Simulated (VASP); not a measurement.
# Mo5Rh (P4/mmm) in VASP: a series of runs

The runs below take Mo5Rh through single point, with PBE.

Everything below comes from runs of VASP 6.6.1. Logs are shortened: lines on timing, memory, paths and dates and some standing lists are left out, and cuts for length are marked.

**1. The cell of the first run**

The structure is tetragonal, space group P4/mmm (No. 123). Conventional cell: a = 3.161 Å, b = 3.161 Å, c = 9.389 Å, α = 90.00°, β = 90.00°, γ = 90.00°. Mo (site symmetry 4mm) has 13 Mo at 2.68 to 3.17 Å and 1 Rh at 3.11 Å within 3.5 Å. Mo (site symmetry 4mm) has 10 Mo at 2.68 to 3.25 Å and 4 Rh at 2.76 Å within 3.5 Å. Within 3.6 Å of Mo (site symmetry 4/mmm) lie 14 Mo at 2.74 to 3.16 Å. Within 3.6 Å of Rh (site symmetry 4/mmm) lie 10 Mo at 2.76 to 3.11 Å and 4 Rh at 3.16 Å.

**2. Single point, PBE**

Input file INCAR:

```
ALGO = Normal
EDIFF = 1E-6
ENCUT = 500
GGA = PE
GGA_COMPAT = F
ISIF = 2
ISMEAR = 0
LASPH = T
LCHARG = F
LREAL = F
LWAVE = F
NBANDS = 52
NELM = 120
PREC = Accurate
SIGMA = 0.2
```

Input file KPOINTS:

```
k-points
0
Gamma
  5 5 2
```

Input file POSCAR:

```
Mo5Rh
1.0
    3.1612142758      0.0000000000      0.0000000000
    0.0000000000      3.1612142758      0.0000000000
    0.0000000000      0.0000000000      9.3891405847
Mo Rh
5 1
Direct
    0.0000000000      0.0000000000      0.3314456740
    0.5000000000      0.5000000000      0.1733066658
    0.5000000000      0.5000000000      0.5000000000
    0.0000000000      0.0000000000      0.6685543260
    0.5000000000      0.5000000000      0.8266933342
    0.0000000000      0.0000000000      0.0000000000
```

Potentials or basis: VASP PAW PBE potentials, release 64 (Mo_sv, Rh_pv).

Run with:

```sh
cat potpaw_PBE.64/Mo_sv/POTCAR potpaw_PBE.64/Rh_pv/POTCAR > POTCAR
mpirun -np 1 vasp_std > vasp.out
```

OUTCAR:

```text
EDIFF = 1E-6
   ENCUT = 500
   GGA = PE
   ISIF = 2
   ISMEAR = 0
   LASPH = T
   LREAL = F
   NELM = 120
   PREC = Accurate

 ion  position               nearest neighbor table
   1  0.000  0.000  0.331-   2 2.68   2 2.68   2 2.68   2 2.68   3 2.74   3 2.74   3 2.74   3 2.74
                             6 3.11   4 3.17
   2  0.500  0.500  0.173-   1 2.68   1 2.68   1 2.68   1 2.68   6 2.76   6 2.76   6 2.76   6 2.76
                             3 3.07   5 3.25
   3  0.500  0.500  0.500-   1 2.74   4 2.74   1 2.74   4 2.74   1 2.74   4 2.74   1 2.74   4 2.74
                             2 3.07   5 3.07
   4  0.000  0.000  0.669-   5 2.68   5 2.68   5 2.68   5 2.68   3 2.74   3 2.74   3 2.74   3 2.74
                             6 3.11   1 3.17
   5  0.500  0.500  0.827-   4 2.68   4 2.68   4 2.68   4 2.68   6 2.76   6 2.76   6 2.76   6 2.76
                             3 3.07   2 3.25
   6  0.000  0.000  0.000-   2 2.76   5 2.76   2 2.76   5 2.76   2 2.76   5 2.76   2 2.76   5 2.76
                             4 3.11   1 3.11

  LATTYP: Found a simple tetragonal cell.
 ALAT       =     3.1612142758
 C/A-ratio  =     2.9701057143

  Lattice vectors:

 A1 = (   3.1612142758,   0.0000000000,   0.0000000000)
 A2 = (   0.0000000000,   3.1612142758,   0.0000000000)
 A3 = (   0.0000000000,   0.0000000000,   9.3891405847)

Analysis of symmetry for initial positions (statically):
=====================================================================
 Subroutine PRICEL returns:
 Original cell was already a primitive cell.

 Routine SETGRP: Setting up the symmetry group for a
 simple tetragonal supercell.

 Subroutine GETGRP returns: Found 16 space group operations
 (whereof 16 operations were pure point group operations)
 out of a pool of 16 trial point group operations.

The static configuration has the point symmetry D_4h.

Analysis of symmetry for dynamics (positions and initial velocities):
=====================================================================
 Subroutine PRICEL returns:
 Original cell was already a primitive cell.

 Routine SETGRP: Setting up the symmetry group for a
 simple tetragonal supercell.

 Subroutine GETGRP returns: Found 16 space group operations
 (whereof 16 operations were pure point group operations)
 out of a pool of 16 trial point group operations.

The dynamic configuration has the point symmetry D_4h.

 Subroutine INISYM returns: Found 16 space group operations
 (whereof 16 operations are pure point group operations),
 and found     1 'primitive' translations

----------------------------------------------------------------------------------------

                                     Primitive cell

  volume of cell :      93.8283

  direct lattice vectors                    reciprocal lattice vectors
     3.161214276  0.000000000  0.000000000     0.316334140  0.000000000  0.000000000
     0.000000000  3.161214276  0.000000000     0.000000000  0.316334140  0.000000000
     0.000000000  0.000000000  9.389140585     0.000000000  0.000000000  0.106506021

  length of vectors
     3.161214276  3.161214276  9.389140585     0.316334140  0.316334140  0.106506021

  position of ions in fractional coordinates (direct lattice)
     0.000000000  0.000000000  0.331445674
     0.500000000  0.500000000  0.173306666
     0.500000000  0.500000000  0.500000000
     0.000000000  0.000000000  0.668554326
     0.500000000  0.500000000  0.826693334
     0.000000000  0.000000000  0.000000000

  ion indices of the primitive-cell ions
   primitive index   ion index
                 1           1
                 2           2
                 3           3
                 4           4
                 5           5
                 6           6

----------------------------------------------------------------------------------------

 KPOINTS: k-points

Automatic generation of k-mesh.
 Grid dimensions read from file:
 generate k-points for:    5    5    2

 Generating k-lattice:

  Cartesian coordinates                     Fractional coordinates (reciprocal lattice)
     0.063266828  0.000000000  0.000000000     0.200000000  0.000000000  0.000000000
     0.000000000  0.063266828  0.000000000     0.000000000  0.200000000  0.000000000
     0.000000000  0.000000000  0.053253010     0.000000000  0.000000000  0.500000000

  Length of vectors
     0.063266828  0.063266828  0.053253010

  Shift w.r.t. Gamma in fractional coordinates (k-lattice)
     0.000000000  0.000000000  0.000000000

 Subroutine IBZKPT returns following result:
 ===========================================

 Found     12 irreducible k-points:

 Following reciprocal coordinates:
            Coordinates               Weight
  0.000000  0.000000  0.000000      1.000000
  0.200000  0.000000  0.000000      4.000000
  0.400000  0.000000  0.000000      4.000000
  0.200000  0.200000  0.000000      4.000000
  0.400000  0.200000  0.000000      8.000000
  0.400000  0.400000  0.000000      4.000000
[... 25 lines left out ...]
   LREAL  =      F    real-space projection
   EDIFFG = 0.1E-04   stopping-criterion for IOM
   NSW    =      0    number of steps for IOM
   IBRION =     -1    ionic relax: 0-MD 1-quasi-New 2-CG
   NFREE  =      0    steps in history (QN), initial steepest desc. (CG)
   ISIF   =      2    stress and relaxation
   ISYM   =      2    0-nonsym 1-usesym 2-fastsym
   POTIM  = 0.5000    time-step for ionic-motion
   TEBEG  =    0.0;   TEEND  =   0.0 temperature during run
   PSTRESS=    0.0 pullay stress
   NELECT =      85.0000    total number of electrons
   NUPDOWN=      -1.0000    fix difference up-down
   EMIN   =  10.00;   EMAX   =-10.00  energy-range for DOS
   EFERMI =   0.00;   METHOD = LEGACY
   ISMEAR =     0;   SIGMA  =   0.20  broadening in eV -4-tet -1-fermi 0-gaus
   EFERMI_NEDOS =   21; number of points for ismear=-14 and -15
   IALGO  =     38    algorithm
   IMIX   =      4    mixing-type and parameters
     AMIX     =   0.40;   BMIX     =  1.00
     AMIX_MAG =   1.60;   BMIX_MAG =  1.00
  volume/ion in A,a.u.               =      15.64       105.53
  Fermi-wavevector in a.u.,A,eV,Ry     =   1.584054  2.993427 34.140094  2.509226
  Thomas-Fermi vector in A             =   2.683730
   LORBIT       =      0    0 simple, 1 ext, 2 COOP (PROOUT), +10 PAW based schemes
   GGA     = PE    functional components
   LHFCALC =     F    Hartree Fock is set to
   AEXX    =    0.0000 exact exchange contribution
   IVDW    =     0    specifies the selected vdW correction
   LEPSILON=     F    determine dielectric tensor
   LRPA    =     F    only Hartree local field effects (RPA)
 non-spin polarized calculation
 Gauss-broadening in eV      SIGMA  =   0.20
  energy-cutoff  :      500.00
  volume of cell :       93.83
 maximum number of plane-waves:      2402
 NGX is ok and might be reduce to    24
   NGX = 11   NGY = 11   NGZ = 35

 number of electron      84.9999998 magnetization

 Free energy of the ion-electron system (eV)
  ---------------------------------------------------
  ext. energy  EPLUGINS =         0.00000000
  ---------------------------------------------------
  free energy    TOTEN  =       -61.35735525 eV

  energy without entropy =      -61.23202305  energy(sigma->0) =      -61.29468915

 E-fermi :  12.2070     XC(G=0): -13.3537

 val. band max:       12.1727045130   @ k =   0.4000   0.0000   0.5000
 cond. band min:      12.2794016476   @ k =   0.4000   0.2000   0.5000
 fundamental gap:      0.1066971346
 Fermi energy:        12.2070397619

 k-point     1 :       0.0000    0.0000    0.0000
  band No.  band energies     occupation
      1     -49.0863      2.00000
      2     -49.0090      2.00000
      3     -48.9286      2.00000
      4     -48.6984      2.00000
      5     -48.6476      2.00000
      6     -34.4182      2.00000
[... 44 lines left out ...]
     51      14.2427      0.00000
     52      14.7558      0.00000

 k-point     2 :       0.2000    0.0000    0.0000
  band No.  band energies     occupation
      1     -49.0449      2.00000
      2     -48.9803      2.00000
      3     -48.9217      2.00000
      4     -48.7136      2.00000
      5     -48.6771      2.00000
      6     -34.4334      2.00000
[... 44 lines left out ...]
     51      14.1599      0.00000
     52      14.3014      0.00000
[... 493 lines left out ...]
     51      14.5015      0.00000
     52      14.7151      0.00000

 k-point    12 :       0.4000    0.4000    0.5000
  band No.  band energies     occupation
      1     -48.9140      2.00000
      2     -48.9012      2.00000
      3     -48.8879      2.00000
      4     -48.7495      2.00000
      5     -48.7410      2.00000
      6     -34.4682      2.00000
[... 44 lines left out ...]
     51      14.5941      0.00000
     52      14.7379      0.00000

------------------------ aborting loop because EDIFF is reached ----------------------------------------

  FORCE on cell =-STRESS in cart. coord.  units (eV):
  Direction    XX          YY          ZZ          XY          YZ          ZX
  --------------------------------------------------------------------------------------
  -------------------------------------------------------------------------------------
  Total        0.2785526      0.2785526      0.6658047      0.0000000     -0.0000000      0.0000000
  in kB        4.7564624      4.7564624     11.3690374      0.0000000     -0.0000000      0.0000000
  external PRESSURE =       6.9606541 kB  Pullay stress =       0.0000000 kB

 VOLUME and BASIS-vectors are now :
 -----------------------------------------------------------------------------
  energy-cutoff  :      500.00
  volume of cell :       93.83
      direct lattice vectors                 reciprocal lattice vectors
     3.161214276  0.000000000  0.000000000     0.316334140  0.000000000  0.000000000
     0.000000000  3.161214276  0.000000000     0.000000000  0.316334140  0.000000000
     0.000000000  0.000000000  9.389140585     0.000000000  0.000000000  0.106506021

 POSITION                                       TOTAL-FORCE (eV/Angst)
 -----------------------------------------------------------------------------------
      0.00000      0.00000      3.11199         0.000000      0.000000     -0.073788
      1.58061      1.58061      1.62720        -0.000000      0.000000     -0.069724
      1.58061      1.58061      4.69457        -0.000000     -0.000000      0.000000
      0.00000      0.00000      6.27715        -0.000000      0.000000      0.073788
      1.58061      1.58061      7.76194        -0.000000     -0.000000      0.069724
      0.00000      0.00000      0.00000        -0.000000     -0.000000      0.000000
 -----------------------------------------------------------------------------------
    total drift:                                0.000000     -0.000000      0.000000

  FREE ENERGIE OF THE ION-ELECTRON SYSTEM (eV)
  ---------------------------------------------------
  free  energy   TOTEN  =       -61.3573552508 eV

  energy  without entropy=      -61.2320230460  energy(sigma->0) =      -61.29468915
```

Wall time 86 s (1 thread of Intel Xeon 8259CL, shared host); peak memory 0.2 GiB.

What came out:

- Free energy: -61.3574 eV
- Pressure: 0.7 GPa
- Largest force: 0.074 eV/Å
- Band gap on the k mesh: zero (an odd number of electrons rules out a gap without spin polarisation)

Forces in eV/Å, atoms in the order of the input:
```
Mo   0.000  0.000 -0.074
Mo   0.000  0.000 -0.070
Mo   0.000  0.000  0.000
Mo   0.000  0.000  0.074
Mo   0.000  0.000  0.070
Rh   0.000  0.000  0.000
```

Stress tensor (GPa, compression positive):
```
0.48 0.00 0.00
0.00 0.48 0.00
0.00 0.00 1.14
```

Levels at points of the mesh, in eV from the Fermi level:
```tsv
k point	band 40	band 41	band 42	band 43	band 44	band 45
(0.00, 0.00, 0.00)	-1.20	-1.01	-0.56	-0.48	0.07	0.07
(0.00, 0.00, 0.50)	-0.92	-0.92	-0.69	-0.69	-0.13	0.28
```

Caveat: the k points lie up to 0.40 Å⁻¹ apart, too coarse for converged energies and pressures of a metal.

**3. Single point, PBE**

This run uses another cell than the first one, of 15.72 Å³/atom.

Input file INCAR:

```
SYSTEM = Mo5Rh
  ALGO = Normal
  EDIFF = 1E-6
  ENCUT = 500
  GGA = PE
  GGA_COMPAT = .FALSE.
  ISIF = 2
  ISMEAR = 0
  LASPH = .TRUE.
  LCHARG = .TRUE.
  LELF = .TRUE.
  LREAL = .FALSE.
  LVHAR = .TRUE.
  LWAVE = .FALSE.
  NBANDS = 52
  NELM = 120
  PREC = Accurate
  SIGMA = 0.2
```

Input file KPOINTS:

```
k-points
0
G
  5 5 2
  0 0 0
```

Input file POSCAR:

```
Mo5Rh
1.0
    2.6774483380      0.0000000000      0.0000000000
    0.0000000000      2.6774483380      0.0000000000
    0.0000000000      0.0000000000     13.1592865726
Mo Rh
5 1
Direct
    0.5000000000      0.5000000000      0.3251509839
    0.5000000000      0.5000000000      0.6748490161
    0.0000000000      0.0000000000      0.1516265332
    0.0000000000      0.0000000000      0.8483734668
    0.0000000000      0.0000000000      0.5000000000
    0.5000000000      0.5000000000      0.0000000000
```

Potentials or basis: VASP PAW PBE potentials, release 64 (Mo_sv, Rh_pv).

Run with:

```sh
cat potpaw_PBE.64/Mo_sv/POTCAR potpaw_PBE.64/Rh_pv/POTCAR > POTCAR
mpirun -np 1 vasp_std > vasp.out
```

It took 1.8 min on 1 thread of Intel Xeon 8259CL, shared host; peak memory 0.2 GiB.

Results (log left out):

```
Free energy            : -60.9548 eV
Pressure               : 0.5 GPa
Largest force          : 0.012 eV/Å
Band gap on the k mesh : zero (an odd number of electrons rules out a gap without spin polarisation)
```

Forces in eV/Å, atoms in the order of the input:
```
Mo   0.000  0.000 -0.003
Mo   0.000  0.000  0.003
Mo   0.000  0.000  0.012
Mo   0.000  0.000 -0.012
Mo   0.000  0.000  0.000
Rh   0.000  0.000  0.000
```

Stress tensor (GPa, compression positive):
```
0.62 0.00 0.00
0.00 0.62 0.00
0.00 0.00 0.32
```

Levels at points of the mesh, in eV from the Fermi level:
| k point | band 41 | band 42 | band 43 | band 44 | band 45 | band 46 |
| --- | --- | --- | --- | --- | --- | --- |
| (0.00, 0.00, 0.00) | -0.27 | -0.18 | -0.11 | 0.39 | 0.39 | 0.76 |
| (0.00, 0.00, 0.50) | -0.43 | -0.11 | 0.26 | 0.26 | 0.64 | 1.16 |

Caveat: the k points lie up to 0.47 Å⁻¹ apart, too coarse for converged energies and pressures of a metal.

**4. Single point, PBE**

This run uses another cell than the first one, of 16.35 Å³/atom.

Input file INCAR:

```
ALGO     = Normal         # electronic algorithm
EDIFF    = 1E-6           # SCF threshold, eV
ENCUT    = 500            # plane-wave cutoff, eV
GGA      = PE             # functional
GGA_COMPAT= False        
ISIF     = 2              # what is computed and relaxed
ISMEAR   = 0              # smearing method
LASPH    = True           # aspherical terms in the spheres
LCHARG   = False          # write CHGCAR
LREAL    = False          # projectors in reciprocal space
LWAVE    = False          # write WAVECAR
NBANDS   = 52             # bands
NELM     = 120            # most SCF steps
PREC     = Accurate       # precision mode
SIGMA    = 0.2            # smearing width, eV
```

Input file KPOINTS:

```
k-points
0
Gamma
  4 4 3
```

Input file POSCAR:

```
Mo5Rh
1.0
    3.9253608958      0.0000000000      0.0000000000
    0.0000000000      3.9253608958      0.0000000000
    0.0000000000      0.0000000000      6.3669039633
Mo Rh
5 1
Direct
    0.0000000000      0.5000000000      0.3049941755
    0.5000000000      0.0000000000      0.3049941755
    0.0000000000      0.5000000000      0.6950058245
    0.5000000000      0.0000000000      0.6950058245
    0.5000000000      0.5000000000      0.0000000000
    0.0000000000      0.0000000000      0.0000000000
```

Run with:

```sh
cat potpaw_PBE.64/Mo_sv/POTCAR potpaw_PBE.64/Rh_pv/POTCAR > POTCAR
mpirun -np 1 vasp_std > vasp.out
```

It took 1.7 min on 1 thread of Intel Xeon 8259CL, shared host; peak memory 0.21 GiB.

It converged, with:

```yaml
Free_energy: -59.1765 eV
Pressure: 0.7 GPa
Largest_force: 0.025 eV/Å
Band_gap_on_the_k_mesh: zero (an odd number of electrons rules out a gap without spin polarisation)
```

Forces on the atoms (eV/Å):
```
Mo   0.000  0.000 -0.025
Mo   0.000  0.000 -0.025
Mo   0.000  0.000  0.025
Mo   0.000  0.000  0.025
Mo   0.000  0.000  0.000
Rh   0.000  0.000  0.000
```

Stress tensor (GPa, compression positive):
```
0.56 0.00 0.00
0.00 0.56 0.00
0.00 0.00 1.03
```

Levels at points of the mesh, in eV from the Fermi level:
```csv
k point,band 39,band 40,band 41,band 42,band 43,band 44
"(0.00, 0.00, 0.00)",-0.85,-0.44,0.05,0.45,0.45,1.46
"(0.50, 0.00, 0.00)",-1.23,-1.18,-0.40,0.11,0.14,0.37
"(0.50, 0.50, 0.00)",-1.02,-0.79,-0.64,-0.45,-0.45,0.47
```

Caveat: the k points lie up to 0.40 Å⁻¹ apart, too coarse for converged energies and pressures of a metal.

**5. Single point, PBE**

Input file INCAR:

```
PREC = Accurate ; ENCUT = 500
EDIFF = 1E-6 ; ISMEAR = 0
SIGMA = 0.1 ; LREAL = False
LASPH = True ; NELM = 120
ALGO = Normal ; ISIF = 2
LWAVE = False ; LCHARG = False
GGA = PE ; NBANDS = 52
GGA_COMPAT = False
```

Input file KPOINTS:

```
Automatic mesh
0
Gamma
  6 6 2
```

Input file POSCAR:

```
Mo5Rh
1.0
    3.1612142758      0.0000000000      0.0000000000
    0.0000000000      3.1612142758      0.0000000000
    0.0000000000      0.0000000000      9.3891405847
Mo Rh
5 1
Direct
    0.0000000000      0.0000000000      0.3314456740
    0.5000000000      0.5000000000      0.1733066658
    0.5000000000      0.5000000000      0.5000000000
    0.0000000000      0.0000000000      0.6685543260
    0.5000000000      0.5000000000      0.8266933342
    0.0000000000      0.0000000000      0.0000000000
```

Run with:

```sh
cat potpaw_PBE.64/Mo_sv/POTCAR potpaw_PBE.64/Rh_pv/POTCAR > POTCAR
mpirun -np 1 vasp_std > vasp.out
```

It took 2.6 min on 1 thread of Intel Xeon 8259CL, shared host; peak memory 0.23 GiB.

The run converged. Its results:

| Item | Value |
| --- | --- |
| Free energy | -61.4114 eV |
| Pressure | 0.1 GPa |
| Largest force | 0.239 eV/Å |
| Band gap on the k mesh | zero (an odd number of electrons rules out a gap without spin polarisation) |

Forces on the atoms (eV/Å):
```
Mo   0.000  0.000  0.012
Mo   0.000  0.000 -0.239
Mo   0.000  0.000  0.000
Mo   0.000  0.000 -0.012
Mo   0.000  0.000  0.239
Rh   0.000  0.000  0.000
```

Stress tensor (GPa, compression positive):
```
-0.18  0.00  0.00
 0.00 -0.18  0.00
 0.00  0.00  0.54
```

Levels at points of the mesh, in eV from the Fermi level:
```
           k point  band 40  band 41  band 42  band 43  band 44  band 45
(0.00, 0.00, 0.00)    -1.17    -0.98    -0.53    -0.45     0.11     0.11
(0.50, 0.00, 0.00)    -0.62    -0.52    -0.43    -0.30    -0.16    -0.07
(0.50, 0.50, 0.00)    -0.72    -0.36     1.24     1.45     1.45     1.84
(0.00, 0.00, 0.50)    -0.89    -0.89    -0.66    -0.66    -0.11     0.32
(0.50, 0.00, 0.50)    -1.04    -0.54     0.29     0.44     0.66     0.78
(0.50, 0.50, 0.50)    -0.01    -0.01     0.09     0.09     1.34     1.64
```

**6. Summary**

```tsv
cell	k mesh	smearing	gap on the mesh (eV)	pressure (GPa)	largest force (eV/Å)
a = 3.161, b = 3.161, c = 9.389 Å, 6 atoms, atomic positions A	5 × 5 × 2	gaussian 0.2 eV	none	0.7	0.07
a = 2.677, b = 2.677, c = 13.159 Å, 6 atoms, atomic positions B	5 × 5 × 2	gaussian 0.2 eV	none	0.5	0.01
a = 3.925, b = 3.925, c = 6.367 Å, 6 atoms, atomic positions C	4 × 4 × 3	gaussian 0.2 eV	none	0.7	0.02
a = 3.161, b = 3.161, c = 9.389 Å, 6 atoms, atomic positions A	6 × 6 × 2	gaussian 0.1 eV	none	0.1	0.24
```

Alike in all rows: task single point; level PBE; potentials or basis VASP PAW PBE potentials, release 64 (Mo_sv, Rh_pv); no spin polarisation; cutoff (eV) 500.

Caveats: some runs use coarse meshes.

Total energies depend on the potentials used, so only differences within one code and one set of settings carry meaning.
